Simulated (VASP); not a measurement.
# CuO (C2/c) in VASP: settings compared, part 2 of 2

VASP 6.6.1.

### Step 5. Single point, PBEsol

This run uses another cell than the first one, of 10.13 Å³/atom.

Input file INCAR:

```
SYSTEM = CuO
PREC = Accurate ; ENCUT = 520
EDIFF = 1E-7 ; ISMEAR = -1
SIGMA = 0.05 ; LREAL = .FALSE.
LASPH = .TRUE. ; NELM = 80
ALGO = Normal ; ISIF = 2
LWAVE = .FALSE. ; LCHARG = .TRUE.
GGA = PS ; LELF = .TRUE.
LVHAR = .TRUE. ; NBANDS = 25
```

Input file KPOINTS:

```
regular mesh
0
G
  8 8 6
  0 0 0
```

Input file POSCAR:

```
CuO
1.0
    2.3418500000     -1.7113000000      0.0000000000
    2.3418500000      1.7113000000      0.0000000000
   -0.8500274268      0.0000000000      5.0578693947
Cu O
2 2
Direct
    0.5000000000      0.0000000000      0.5000000000
    0.0000000000      0.5000000000      0.0000000000
    0.4184000000      0.5816000000      0.7500000000
    0.5816000000      0.4184000000      0.2500000000
```

Potentials or basis: VASP PAW PBE potentials, release 64 (Cu, O).

Launch:

```sh
cat potpaw_PBE.64/Cu/POTCAR potpaw_PBE.64/O/POTCAR > POTCAR
mpirun -np 1 vasp_std > vasp.out
```

OUTCAR:

```text
SYSTEM = CuO
   PREC = Accurate
   ENCUT = 520
   EDIFF = 1E-7
   ISMEAR = -1
   LREAL = .FALSE.
   LASPH = .TRUE.
   NELM = 80
   ISIF = 2
   GGA = PS

 ion  position               nearest neighbor table
   1  0.500  0.000  0.500-   3 1.95   4 1.95   4 1.96   3 1.96
   2  0.000  0.500  0.000-   4 1.95   3 1.95   4 1.96   3 1.96
   3  0.418  0.582  0.750-   2 1.95   1 1.95   2 1.96   1 1.96
   4  0.582  0.418  0.250-   1 1.95   2 1.95   2 1.96   1 1.96

  LATTYP: Found a base centered monoclinic cell.
 ALAT       =     4.6837000000
 B/A-ratio  =     0.7307470589
 C/A-ratio  =     1.0950317057
 COS(beta)  =    -0.1657361228

  Lattice vectors:

 A1 = (   2.3418500000,  -1.7113000000,   0.0000000000)
 A2 = (   2.3418500000,   1.7113000000,   0.0000000000)
 A3 = (  -0.8500274268,   0.0000000000,   5.0578693947)

Analysis of symmetry for initial positions (statically):
=====================================================================
 Subroutine PRICEL returns:
 Original cell was already a primitive cell.

 Routine SETGRP: Setting up the symmetry group for a
 base centered monoclinic supercell.

 Subroutine GETGRP returns: Found  4 space group operations
[... 173 lines left out ...]
 val. band max:        5.5495768712   @ k =   0.5000  -0.0000  -0.0000
 cond. band min:       5.5586533487   @ k =   0.3750   0.2500   0.5000
 fundamental gap:      0.0090764775
 Fermi energy:         5.5582843702

 k-point     1 :       0.0000    0.0000    0.0000
  band No.  band energies     occupation
      1     -14.3172      2.00000
      2     -12.9581      2.00000
      3      -2.6700      2.00000
      4      -0.0370      2.00000
      5       0.3669      2.00000
      6       2.2266      2.00000
[... 661 lines left out ...]
     24      20.1396      0.00000
     25      20.9067      0.00000

 [... further k-points ...]

------------------------ aborting loop because EDIFF is reached ----------------------------------------

  FORCE on cell =-STRESS in cart. coord.  units (eV):
  Direction    XX          YY          ZZ          XY          YZ          ZX
  --------------------------------------------------------------------------------------
  -------------------------------------------------------------------------------------
  Total       -0.6268603      0.0275511     -0.9482661      0.0000000      0.0000000     -0.1340476
  in kB      -24.7741374      1.0888447    -37.4764112      0.0000000      0.0000000     -5.2976911
  external PRESSURE =     -20.3872346 kB  Pullay stress =       0.0000000 kB

 VOLUME and BASIS-vectors are now :
 -----------------------------------------------------------------------------
  energy-cutoff  :      520.00
  volume of cell :       40.54
      direct lattice vectors                 reciprocal lattice vectors
     2.341850000 -1.711300000  0.000000000     0.213506416 -0.292175539  0.035881968
     2.341850000  1.711300000  0.000000000     0.213506416  0.292175539  0.035881968
    -0.850027427  0.000000000  5.057869395     0.000000000  0.000000000  0.197711709

 POSITION                                       TOTAL-FORCE (eV/Angst)
 -----------------------------------------------------------------------------------
      0.74591     -0.85565      2.52893        -0.000000      0.000000     -0.000000
      1.17092      0.85565      0.00000        -0.000000     -0.000000     -0.000000
      1.70433      0.27928      3.79340         0.000000     -0.325080     -0.000000
      2.12934     -0.27928      1.26447         0.000000      0.325080      0.000000
 -----------------------------------------------------------------------------------
    total drift:                                0.000000      0.000000     -0.000000

  FREE ENERGIE OF THE ION-ELECTRON SYSTEM (eV)
  ---------------------------------------------------
  free  energy   TOTEN  =       -21.3513286008 eV

  energy  without entropy=      -21.3337351095  energy(sigma->0) =      -21.34253186
```

stdout:

```text
POSCAR found type information on POSCAR CuO
 POSCAR found :  2 types and       4 ions
 scaLAPACK will be used
 -----------------------------------------------------------------------------
|                                                                             |
|                                                                             |
|     You enforced a specific xc type in the INCAR file but a different       |
|     I HOPE YOU KNOW WHAT YOU ARE DOING!                                     |
|                                                                             |
 -----------------------------------------------------------------------------

 LDA part: xc-table for (Slater+PW92), standard interpolation
 POSCAR, INCAR and KPOINTS ok, starting setup
 FFT: planning ... GRIDC
 FFT: planning ... GRID_SOFT
 FFT: planning ... GRID
 WAVECAR not read
 entering main loop
```

Run time: 51 s. Hardware: 1 thread of Intel Xeon 6975P-C (Granite Rapids), shared host; peak memory 0.23 GiB.

Results:

```
Free energy            : -21.3513 eV
Pressure               : -2.0 GPa
Largest force          : 0.325 eV/Å
Band gap on the k mesh : zero (bands 17 and 18 overlap by 0.69 eV)
```

Forces in eV/Å, atoms in the order of the input:
```
Cu   0.000  0.000  0.000
Cu   0.000  0.000  0.000
O    0.000 -0.325  0.000
O    0.000  0.325  0.000
```

Caveat: the PAW data sets were made with another functional, which shifts forces and pressure a little; semilocal functionals often make such compounds metallic where correlation or magnetic order opens a gap, which also shifts bond lengths. With open d or f shells a metallic result of PBEsol can be an artefact of self-interaction; +U or a hybrid may open a gap.

### Step 6. Single point, r2SCAN

This run uses another cell than the first one, of 8.40 Å³/atom.

Input file POSCAR:

```
CuO
1.0
    2.3676976742     -1.4878475261     -0.1155981844
    2.3676976742      1.4878475261     -0.1155981844
   -1.1090755088      0.0000000000      4.8209763545
Cu O
2 2
Direct
    0.5000000000      0.0000000000      0.5000000000
    0.0000000000      0.5000000000      0.0000000000
    0.3426337342      0.6573662658      0.7500000000
    0.6573662658      0.3426337342      0.2500000000
```

Input file INCAR.step1:

```
ALGO     = Normal         # electronic algorithm
EDIFF    = 1E-4           # SCF threshold, eV
ENCUT    = 520            # plane-wave cutoff, eV
GGA      = PE             # functional
ISMEAR   = -1             # smearing method
LASPH    = True           # aspherical terms in the spheres
LCHARG   = False          # write CHGCAR
LREAL    = False          # projectors in reciprocal space
LWAVE    = True           # write WAVECAR
NBANDS   = 25             # bands
NELM     = 80             # most SCF steps
PREC     = Accurate       # precision mode
SIGMA    = 0.05           # smearing width, eV
```

Input file INCAR.step2:

```
ALGO     = Normal         # electronic algorithm
EDIFF    = 1E-7           # SCF threshold, eV
ENCUT    = 520            # plane-wave cutoff, eV
ISIF     = 2              # what is computed and relaxed
ISMEAR   = -1             # smearing method
ISTART   = 1            
LASPH    = True           # aspherical terms in the spheres
LCHARG   = False          # write CHGCAR
LMIXTAU  = True         
LREAL    = False          # projectors in reciprocal space
LWAVE    = False          # write WAVECAR
METAGGA  = R2SCAN         # meta-GGA
NBANDS   = 25             # bands
NELM     = 80             # most SCF steps
PREC     = Accurate       # precision mode
SIGMA    = 0.05           # smearing width, eV
```

Input file KPOINTS:

```
k-points
0
Gamma
  10 10 5
```

Potentials or basis: VASP PAW PBE potentials, release 64 (Cu, O).

Launch:

```sh
cat potpaw_PBE.64/Cu/POTCAR potpaw_PBE.64/O/POTCAR > POTCAR
cp INCAR.step1 INCAR
mpirun -np 1 vasp_std > vasp.out
cp INCAR.step2 INCAR
mpirun -np 1 vasp_std > vasp.out
```

Wall time 3.2 min (1 thread of Intel Xeon 6975P-C (Granite Rapids), shared host); peak memory 0.23 GiB.

Results (log left out):

- Free energy: -35.7747 eV
- Pressure: 31.3 GPa
- Largest force: 0.084 eV/Å
- Band gap on the k mesh: zero (bands 17 and 18 overlap by 0.47 eV)

Forces in eV/Å, atoms in the order of the input:
```
Cu   0.000  0.000  0.000
Cu   0.000  0.000  0.000
O    0.000  0.084  0.000
O    0.000 -0.084  0.000
```

Stress tensor (GPa, compression positive):
```
31.61  0.00 -0.15
 0.00 30.90  0.00
-0.15  0.00 31.51
```

Levels at points of the mesh, in eV from the Fermi level:
```csv
k point,band 14,band 15,band 16,band 17,band 18,band 19,band 20,band 21
"(0.00, 0.00, 0.00)",-2.58,-2.46,-1.92,0.25,0.99,2.82,6.68,10.88
"(0.50, 0.00, 0.00)",-1.89,-1.35,-1.19,-0.33,-0.20,7.74,7.84,9.21
"(0.50, 0.50, 0.00)",-2.31,-1.77,-1.64,0.14,1.05,5.47,7.28,11.34
```

Caveat: the cell stands under pressure; the PAW data sets were made with another functional, which shifts forces and pressure a little; semilocal functionals often make such compounds metallic where correlation or magnetic order opens a gap, which also shifts bond lengths. With open d or f shells a metallic result of r2SCAN can be an artefact of self-interaction; +U or a hybrid may open a gap.

### Step 7. Summary

| level | potentials or basis | cell | k mesh | gap on the mesh (eV) | pressure (GPa) | largest force (eV/Å) |
| --- | --- | --- | --- | --- | --- | --- |
| PBE | VASP PAW PBE potentials, release 64 (Cu, O) | a = 2.939, b = 2.939, c = 5.196 Å, angles 97.7, 97.7, 72.3°, 4 atoms, atomic positions A | 10 × 10 × 5 | none | -0.4 | 0.34 |
| LDA | VASP PAW LDA potentials, release 64 (Cu, O) | a = 2.957, b = 2.957, c = 5.229 Å, angles 97.7, 97.7, 72.3°, 4 atoms, atomic positions A | 10 × 10 × 5 | none | -17.1 | 0.58 |
| r2SCAN | VASP PAW PBE potentials, release 64 (Cu, O) | a = 2.841, b = 2.841, c = 5.024 Å, angles 97.7, 97.7, 72.3°, 4 atoms, atomic positions A | 10 × 10 × 5 | none | 12.9 | 0.02 |
| PBEsol | VASP PAW PBE potentials, release 64 (Cu, O) | a = 2.900, b = 2.900, c = 5.129 Å, angles 97.7, 97.7, 72.3°, 4 atoms, atomic positions A | 8 × 8 × 6 | none | -2.0 | 0.33 |
| r2SCAN | VASP PAW PBE potentials, release 64 (Cu, O) | a = 2.799, b = 2.799, c = 4.947 Å, angles 103.3, 103.3, 64.2°, 4 atoms, atomic positions B | 10 × 10 × 5 | none | 31.3 | 0.08 |

Alike in all rows: task single point; no spin polarisation; cutoff (eV) 520; smearing fermi-dirac 0.05 eV.

Caveats: semilocal functionals often make such compounds metallic where correlation or magnetic order opens a gap, which also shifts bond lengths; the PAW data sets were made with another functional, which shifts forces and pressure a little (at least some runs); the cell stands under pressure (at least some runs); the cell stands under tension (at least some runs).

Total energies depend on the potentials used, so only differences within one code and one set of settings carry meaning.
